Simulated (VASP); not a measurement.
# C (P6_3mc) in VASP: notebook

The runs below take C through single point, with PBE.

Everything below comes from runs of VASP 6.6.1. Logs are shortened: lines on timing, memory, paths and dates and some standing lists are left out, and cuts for length are marked.

## (1) The cell of the first run

It takes space group P6_3mc (No. 186, hexagonal). Conventional cell: a = 2.456 Å, b = 2.456 Å, c = 29.492 Å, α = 90.00°, β = 90.00°, γ = 120.00°. C (site symmetry 3m) has 3 C at 1.42 Å within 1.9 Å. C (site symmetry 3m) has 3 C at 1.42 Å within 1.9 Å. C (site symmetry 3m) has 3 C at 1.42 Å within 1.9 Å. Within 1.9 Å of C (site symmetry 3m) lie 3 C at 1.42 Å. C (site symmetry 3m) has 3 C at 1.42 Å within 1.9 Å. Within 1.9 Å of C (site symmetry 3m) lie 3 C at 1.42 Å.

## (2) Single point, PBE

The input, INCAR:

```
PREC = Accurate ; ENCUT = 520
EDIFF = 1E-6 ; ISMEAR = 0
SIGMA = 0.1 ; LREAL = False
LASPH = True ; NELM = 80
ALGO = Normal ; ISIF = 2
LWAVE = False ; LCHARG = True
GGA = PE ; LELF = True
LVHAR = True ; NBANDS = 36
```

The input, KPOINTS:

```
Automatic mesh
0
Gamma
  12 12 1
```

The input, POSCAR:

```
C
1.0
    2.4562499605      0.0000000000      0.0000000000
   -1.2281249803      2.1271748638      0.0000000000
    0.0000000000      0.0000000000     29.4918787000
C
12
Direct
    0.6666666700      0.3333333300      0.9983718000
    0.6666666700      0.3333333300      0.4983719100
    0.6666666700      0.3333333300      0.7327879500
    0.6666666700      0.3333333300      0.2327903300
    0.0000000000      0.0000000000      0.6158379900
    0.3333333300      0.6666666700      0.2327879500
    0.0000000000      0.0000000000      0.1158379900
    0.6666666700      0.3333333300      0.6158400100
    0.3333333300      0.6666666700      0.7327903300
    0.3333333300      0.6666666700      0.1158400100
    0.3333333300      0.6666666700      0.4983718000
    0.3333333300      0.6666666700      0.9983719100
```

Potentials or basis: VASP PAW PBE potentials, release 64 (C).

The run is started by

```bash
$ cat potpaw_PBE.64/C/POTCAR > POTCAR
$ mpirun -np 1 vasp_std > vasp.out
```

OUTCAR:

```text
PREC = Accurate
   ENCUT = 520
   EDIFF = 1E-6
   ISMEAR = 0
   LREAL = False
   LASPH = True
   NELM = 80
   ISIF = 2
   GGA = PE

 ion  position               nearest neighbor table
   1  0.667  0.333  0.998-  12 1.42  12 1.42  12 1.42
   2  0.667  0.333  0.498-  11 1.42  11 1.42  11 1.42
   3  0.667  0.333  0.733-   9 1.42   9 1.42   9 1.42
   4  0.667  0.333  0.233-   6 1.42   6 1.42   6 1.42
   5  0.000  0.000  0.616-   8 1.42   8 1.42   8 1.42
   6  0.333  0.667  0.233-   4 1.42   4 1.42   4 1.42
   7  0.000  0.000  0.116-  10 1.42  10 1.42  10 1.42
   8  0.667  0.333  0.616-   5 1.42   5 1.42   5 1.42
   9  0.333  0.667  0.733-   3 1.42   3 1.42   3 1.42
  10  0.333  0.667  0.116-   7 1.42   7 1.42   7 1.42
  11  0.333  0.667  0.498-   2 1.42   2 1.42   2 1.42
  12  0.333  0.667  0.998-   1 1.42   1 1.42   1 1.42

  LATTYP: Found a hexagonal cell.
 ALAT       =     2.4562499605
 C/A-ratio  =    12.0068719285

  Lattice vectors:

 A1 = (   2.4562499605,   0.0000000000,   0.0000000000)
 A2 = (  -1.2281249803,   2.1271748638,   0.0000000000)
 A3 = (   0.0000000000,   0.0000000000,  29.4918787000)

Analysis of symmetry for initial positions (statically):
=====================================================================
 Subroutine PRICEL returns:
 Original cell was already a primitive cell.

 Routine SETGRP: Setting up the symmetry group for a
 hexagonal supercell.

 Subroutine GETGRP returns: Found 12 space group operations
 (whereof  6 operations were pure point group operations)
 out of a pool of 24 trial point group operations.

The static configuration has the point symmetry C_3v.
 The point group associated with its full space group is C_6v.

Analysis of symmetry for dynamics (positions and initial velocities):
=====================================================================
 Subroutine PRICEL returns:
 Original cell was already a primitive cell.

 Routine SETGRP: Setting up the symmetry group for a
 hexagonal supercell.

 Subroutine GETGRP returns: Found 12 space group operations
 (whereof  6 operations were pure point group operations)
 out of a pool of 24 trial point group operations.

The dynamic configuration has the point symmetry C_3v.
 The point group associated with its full space group is C_6v.

 Subroutine INISYM returns: Found 12 space group operations
 (whereof  6 operations are pure point group operations),
 and found     1 'primitive' translations

----------------------------------------------------------------------------------------

                                     Primitive cell

  volume of cell :     154.0913

  direct lattice vectors                    reciprocal lattice vectors
     2.456249961  0.000000000  0.000000000     0.407124688  0.235053549  0.000000000
    -1.228124980  2.127174864  0.000000000     0.000000000  0.470107097  0.000000000
     0.000000000  0.000000000 29.491878700     0.000000000  0.000000000  0.033907640

  length of vectors
     2.456249961  2.456249960 29.491878700     0.470107097  0.470107097  0.033907640

  position of ions in fractional coordinates (direct lattice)
     0.666666670  0.333333330  0.998371800
     0.666666670  0.333333330  0.498371910
     0.666666670  0.333333330  0.732787950
     0.666666670  0.333333330  0.232790330
     0.000000000  0.000000000  0.615837990
     0.333333330  0.666666670  0.232787950
     0.000000000  0.000000000  0.115837990
     0.666666670  0.333333330  0.615840010
     0.333333330  0.666666670  0.732790330
     0.333333330  0.666666670  0.115840010
     0.333333330  0.666666670  0.498371800
     0.333333330  0.666666670  0.998371910

  ion indices of the primitive-cell ions
   primitive index   ion index
                 1           1
                 2           2
                 3           3
                 4           4
                 5           5
                 6           6
                 7           7
                 8           8
                 9           9
                10          10
                11          11
                12          12

----------------------------------------------------------------------------------------

 KPOINTS: Automatic mesh

Automatic generation of k-mesh.
 Grid dimensions read from file:
 generate k-points for:   12   12    1

 Generating k-lattice:

  Cartesian coordinates                     Fractional coordinates (reciprocal lattice)
     0.033927057  0.019587796  0.000000000     0.083333333  0.000000000  0.000000000
     0.000000000  0.039175591  0.000000000     0.000000000  0.083333333  0.000000000
     0.000000000  0.000000000  0.033907640     0.000000000  0.000000000  1.000000000

  Length of vectors
     0.039175591  0.039175591  0.033907640

  Shift w.r.t. Gamma in fractional coordinates (k-lattice)
     0.000000000  0.000000000  0.000000000

 Subroutine IBZKPT returns following result:
 ===========================================

 Found     19 irreducible k-points:

 Following reciprocal coordinates:
            Coordinates               Weight
  0.000000  0.000000  0.000000      1.000000
  0.083333 -0.000000  0.000000      6.000000
  0.166667  0.000000  0.000000      6.000000
  0.250000  0.000000  0.000000      6.000000
  0.333333  0.000000  0.000000      6.000000
  0.416667  0.000000  0.000000      6.000000
[... 11 lines left out ...]
  0.333333  0.250000  0.000000     12.000000
  0.333333  0.333333  0.000000      2.000000
   k-points           NKPTS =     19   k-points in BZ     NKDIM =     19   number of bands    NBANDS=     36
   number of dos      NEDOS =    301   number of ions     NIONS =     12
   total plane-waves  NPLWV =  72576
   dimension x,y,z NGX =    18 NGY =   18 NGZ =  224
   dimension x,y,z NGXF=    36 NGYF=   36 NGZF=  448
   ions per type =              12
   NGX,Y,Z   is equivalent  to a cutoff of  12.18, 12.18, 12.63 a.u.
   NGXF,Y,Z  is equivalent  to a cutoff of  24.37, 24.37, 25.25 a.u.
 SYSTEM =  unknown system
   PREC   = accura    normal or accurate (medium, high low for compatibility)
   ISTART =      0    job   : 0-new  1-cont  2-samecut
   ICHARG =      2    charge: 1-file 2-atom 10-const
   ISPIN  =      1    spin polarized calculation?
   LNONCOLLINEAR =      F non collinear calculations
   LSORBIT =      F    spin-orbit coupling
   LASPH  =      T    aspherical Exc in radial PAW
   ENCUT  =  520.0 eV  38.22 Ry    6.18 a.u.   4.57  4.57 54.84*2*pi/ulx,y,z
   NELM   =     80;   NELMIN=  2; NELMDL= -5     # of ELM steps
   EDIFF  = 0.1E-05   stopping-criterion for ELM
   LREAL  =      F    real-space projection
   EDIFFG = 0.1E-04   stopping-criterion for IOM
   NSW    =      0    number of steps for IOM
   IBRION =     -1    ionic relax: 0-MD 1-quasi-New 2-CG
   NFREE  =      0    steps in history (QN), initial steepest desc. (CG)
   ISIF   =      2    stress and relaxation
   ISYM   =      2    0-nonsym 1-usesym 2-fastsym
   POTIM  = 0.5000    time-step for ionic-motion
   TEBEG  =    0.0;   TEEND  =   0.0 temperature during run
   PSTRESS=    0.0 pullay stress
   NELECT =      48.0000    total number of electrons
   NUPDOWN=      -1.0000    fix difference up-down
   EMIN   =  10.00;   EMAX   =-10.00  energy-range for DOS
   EFERMI =   0.00;   METHOD = LEGACY
   ISMEAR =     0;   SIGMA  =   0.10  broadening in eV -4-tet -1-fermi 0-gaus
   EFERMI_NEDOS =   21; number of points for ismear=-14 and -15
   IALGO  =     38    algorithm
   IMIX   =      4    mixing-type and parameters
     AMIX     =   0.40;   BMIX     =  1.00
     AMIX_MAG =   1.60;   BMIX_MAG =  1.00
  volume/ion in A,a.u.               =      12.84        86.65
  Fermi-wavevector in a.u.,A,eV,Ry     =   1.109760  2.097143 16.756498  1.231568
  Thomas-Fermi vector in A             =   2.246304
   LORBIT       =      0    0 simple, 1 ext, 2 COOP (PROOUT), +10 PAW based schemes
   GGA     = PE    functional components
   LHFCALC =     F    Hartree Fock is set to
   AEXX    =    0.0000 exact exchange contribution
   IVDW    =     0    specifies the selected vdW correction
   LEPSILON=     F    determine dielectric tensor
   LRPA    =     F    only Hartree local field effects (RPA)
 non-spin polarized calculation
 Gauss-broadening in eV      SIGMA  =   0.10
  energy-cutoff  :      520.00
  volume of cell :      154.09
 maximum number of plane-waves:      4206
   NGX =  9   NGY =  9   NGZ =109

 number of electron      47.9999986 magnetization

 Free energy of the ion-electron system (eV)
  ---------------------------------------------------
  ext. energy  EPLUGINS =         0.00000000
  ---------------------------------------------------
  free energy    TOTEN  =      -110.59371296 eV

  energy without entropy =     -110.58745930  energy(sigma->0) =     -110.59058613

 E-fermi :   1.9021     XC(G=0):  -7.6231

 val. band max:        1.8981993232   @ k =   0.3333   0.3333   0.0000
 cond. band min:       1.9027476637   @ k =   0.3333   0.3333   0.0000
 fundamental gap:      0.0045483404
 Fermi energy:         1.9020541716

 k-point     1 :       0.0000    0.0000    0.0000
  band No.  band energies     occupation
      1     -17.7815      2.00000
      2     -17.7815      2.00000
      3     -17.7026      2.00000
      4     -17.7026      2.00000
      5     -17.6143      2.00000
      6     -17.6143      2.00000
[... 28 lines left out ...]
     35      10.3079      0.00000
     36      10.3120      0.00000

 k-point     2 :       0.0833   -0.0000    0.0000
  band No.  band energies     occupation
      1     -17.6154      2.00000
      2     -17.6154      2.00000
      3     -17.5374      2.00000
      4     -17.5374      2.00000
      5     -17.4500      2.00000
      6     -17.4499      2.00000
[... 28 lines left out ...]
     35      10.4025      0.00000
     36      10.4127      0.00000
[... 622 lines left out ...]
     35      12.9528      0.00000
     36      13.0745      0.00000

 k-point    19 :       0.3333    0.3333    0.0000
  band No.  band energies     occupation
      1     -10.7667      2.00000
      2     -10.7667      2.00000
      3     -10.7193      2.00000
      4     -10.7193      2.00000
      5     -10.7178      2.00000
      6     -10.7178      2.00000
[... 28 lines left out ...]
     35      12.6982      0.00000
     36      12.7437      0.00000

------------------------ aborting loop because EDIFF is reached ----------------------------------------

  FORCE on cell =-STRESS in cart. coord.  units (eV):
  Direction    XX          YY          ZZ          XY          YZ          ZX
  --------------------------------------------------------------------------------------
  -------------------------------------------------------------------------------------
  Total        3.8352324      3.8352324      1.0037443     -0.0000000      0.0000000      0.0000000
  in kB       39.8771465     39.8771465     10.4365147     -0.0000000      0.0000000      0.0000000
  external PRESSURE =      30.0636025 kB  Pullay stress =       0.0000000 kB

 VOLUME and BASIS-vectors are now :
 -----------------------------------------------------------------------------
  energy-cutoff  :      520.00
  volume of cell :      154.09
      direct lattice vectors                 reciprocal lattice vectors
     2.456249961  0.000000000  0.000000000     0.407124688  0.235053549  0.000000000
    -1.228124980  2.127174864  0.000000000     0.000000000  0.470107097  0.000000000
     0.000000000  0.000000000 29.491878700     0.000000000  0.000000000  0.033907640

 POSITION                                       TOTAL-FORCE (eV/Angst)
 -----------------------------------------------------------------------------------
      1.22812      0.70906     29.44386         0.000000     -0.000000     -0.045092
      1.22812      0.70906     14.69792        -0.000000      0.000000     -0.029733
      1.22812      0.70906     21.61129        -0.000000      0.000000      0.032550
      1.22812      0.70906      6.86542        -0.000000      0.000000      0.046564
      0.00000      0.00000     18.16222        -0.000000      0.000000     -0.001600
     -0.00000      1.41812      6.86535         0.000000     -0.000000      0.032550
      0.00000      0.00000      3.41628         0.000000      0.000000     -0.001600
      1.22812      0.70906     18.16228         0.000000      0.000000     -0.002689
     -0.00000      1.41812     21.61136         0.000000      0.000000      0.046564
     -0.00000      1.41812      3.41634         0.000000     -0.000000     -0.002689
     -0.00000      1.41812     14.69792        -0.000000      0.000000     -0.045092
     -0.00000      1.41812     29.44386        -0.000000      0.000000     -0.029733
 -----------------------------------------------------------------------------------
    total drift:                               -0.000000     -0.000000      0.000416

  FREE ENERGIE OF THE ION-ELECTRON SYSTEM (eV)
  ---------------------------------------------------
  free  energy   TOTEN  =      -110.5937129617 eV

  energy  without entropy=     -110.5874593038  energy(sigma->0) =     -110.59058613
```

Run time: 91 s. Hardware: 1 thread of Intel Xeon Platinum 8488C (Sapphire Rapids), shared host; peak memory 0.27 GiB.

Results:

| Item | Value |
| --- | --- |
| Free energy | -110.5937 eV |
| Pressure | 3.0 GPa |
| Largest force | 0.047 eV/Å |

Forces in eV/Å, atoms in the order of the input:
```
C    0.000  0.000 -0.045
C    0.000  0.000 -0.030
C    0.000  0.000  0.033
C    0.000  0.000  0.047
C    0.000  0.000 -0.002
C    0.000  0.000  0.033
C    0.000  0.000 -0.002
C    0.000  0.000 -0.003
C    0.000  0.000  0.047
C    0.000  0.000 -0.003
C    0.000  0.000 -0.045
C    0.000  0.000 -0.030
```

Levels at points of the mesh, in eV from the Fermi level:
```tsv
k point	band 21	band 22	band 23	band 24	band 25	band 26	band 27	band 28
(0.00, 0.00, 0.00)	-3.01	-3.01	-3.01	-3.01	3.12	3.26	3.97	4.52
(0.50, 0.00, 0.00)	-2.38	-2.38	-2.19	-2.19	1.52	1.52	1.68	1.68
```

## (3) Single point, PBE

INCAR is that of step 2.

KPOINTS is that of step 2.

POSCAR is that of step 2.

Potentials or basis: VASP PAW PBE potentials, release 64 (C).

The run is started by

```bash
$ cat potpaw_PBE.64/C/POTCAR > POTCAR
$ mpirun -np 1 vasp_std > vasp.out
```

Wall time 2.2 min (1 thread of Intel Xeon Platinum 8488C (Sapphire Rapids), shared host); peak memory 0.27 GiB.

Results (log left out):

```
Free energy   : -110.5937 eV
Pressure      : 3.0 GPa
Largest force : 0.047 eV/Å
```

Forces in eV/Å, atoms in the order of the input:
```
C    0.000  0.000 -0.045
C    0.000  0.000 -0.030
C    0.000  0.000  0.033
C    0.000  0.000  0.047
C    0.000  0.000 -0.002
C    0.000  0.000  0.033
C    0.000  0.000 -0.002
C    0.000  0.000 -0.003
C    0.000  0.000  0.047
C    0.000  0.000 -0.003
C    0.000  0.000 -0.045
C    0.000  0.000 -0.030
```

Stress tensor (GPa, compression positive):
```
3.99 0.00 0.00
0.00 3.99 0.00
0.00 0.00 1.04
```

Levels at points of the mesh, in eV from the Fermi level:
```
           k point  band 22  band 23  band 24  band 25  band 26  band 27
(0.00, 0.00, 0.00)    -3.01    -3.01    -3.01     3.12     3.26     3.97
(0.50, 0.00, 0.00)    -2.38    -2.19    -2.19     1.52     1.52     1.68
```
